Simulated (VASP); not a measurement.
PtSe2:

```
Pt Se
1.0
     3.77686    0.00000    0.00000
    -1.88843    3.27085    0.00000
     0.00000    0.00000    5.09751
Pt Se
1 2
Cartesian
  0.0000 0.0000 0.0000
  0.0000 2.1806 1.3264
  1.8884 1.0903 3.7711
```

This cell differs from its parent crystal: volume scaled by 1.04.

```yaml
Program: VASP 6.6.1
Task: relaxation of the atoms
Functional: PBE
Potentials_or_basis: VASP PAW PBE potentials, release 64 (Pt, Se)
Cutoff: 450 eV
k_mesh: 14 × 14 × 9
Occupations: fermi-dirac, width 0.05 eV
Spin: no spin polarisation
```

At the start: pressure -0.4 GPa; volume 20.99 Å³/atom.

Problem. Where does the relaxation end?

Solution. Over 3 steps the energy falls by 5.1 meV/atom; space group P-3m1 (No. 164, to 0.05 Å).

Step by step:
| step | energy change (eV) | largest force (eV/Å) | pressure (GPa) |
| --- | --- | --- | --- |
| 1 | 0.0000 | 0.3994 | -0.43 |
| 2 | -0.0116 | 0.1975 | 0.55 |
| 3 | -0.0152 | 0.0075 | 1.50 |

Final structure:
```
CELL_PARAMETERS angstrom
3.77686 0.00000 0.00000
-1.88843 3.27085 0.00000
0.00000 0.00000 5.09751
ATOMIC_POSITIONS crystal
Pt 0.00000 0.00000 0.00000
Se 0.33333 0.66667 0.25299
Se 0.66667 0.33333 0.74701
```

Caveat: the cell differs from its parent crystal (volume scaled by 1.04).
